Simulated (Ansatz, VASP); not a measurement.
**CdF2: VASP beside Ansatz**

INCAR

```
SYSTEM = CdF2
PREC = Accurate
ENCUT = 520
EDIFF = 1E-6
ISMEAR = -1
SIGMA = 0.05
LREAL = .False.
LASPH = .True.
NELM = 100
ALGO = Normal
ISIF = 2
LWAVE = .False.
LCHARG = .True.
GGA = PS
LELF = .True.
LVHAR = .True.
NBANDS = 20
```

File KPOINTS:

```
regular mesh
0
Gamma
  9 9 9
  0 0 0
```

The input POSCAR:

```
CdF2
1.0
    0.0000000000      2.7468369436      2.7468369436
    2.7468369436      0.0000000000      2.7468369436
    2.7468369436      2.7468369436      0.0000000000
Cd F
1 2
Direct
    0.0000000000      0.0000000000      0.0000000000
    0.7500000000      0.7500000000      0.7500000000
    0.2500000000      0.2500000000      0.2500000000
```

File input.yaml:

```yaml
crystal:
  lattice:
    - [0.0, 2.7468369436, 2.7468369436]
    - [2.7468369436, 0.0, 2.7468369436]
    - [2.7468369436, 2.7468369436, 0.0]
  atoms:
    - { symbol: Cd, position: [0.0, 0.0, 0.0] }
    - { symbol: F, position: [0.75, 0.75, 0.75] }
    - { symbol: F, position: [0.25, 0.25, 0.25] }
kpoints:
  mp_grid: { grid: [9, 9, 9] }
scf:
  occupations: { method: fermi_dirac, width: 0.05 }
hamiltonian:
  xc: pbesol
  pseudopotentials: { kind: all_electron, lapw: { basis_error: 0.001 } }
output:
  forces: true
  stress: true
  eigenvalues: true
```

Change from the starting cell: volume scaled by 1.06.

Alike in both runs: task single point; functional PBEsol; k mesh 9 × 9 × 9; occupations fermi-dirac, width 0.05 eV; no spin polarisation.

```csv
,VASP,Ansatz
version,VASP 6.6.1,Ansatz 0.2.0
potentials or method,"VASP PAW PBE potentials, release 64 (Cd, F), cutoff 520 eV","all-electron LAPW, scalar-relativistic"
```

VASP gave:

```
gap on the k mesh at the Fermi level (eV) : 2.74
least direct gap on the mesh (eV)         : 3.27
pressure (GPa)                            : -5.1
```

Problem. Which values does Ansatz return?

Solution. gap on the k mesh at the Fermi level (eV): 2.76; least direct gap on the mesh (eV): 3.29; pressure (GPa): -5.7.

VASP's potentials were made for PBE, not for PBEsol. Ansatz ran all-electron here, and VASP with PAW potentials.
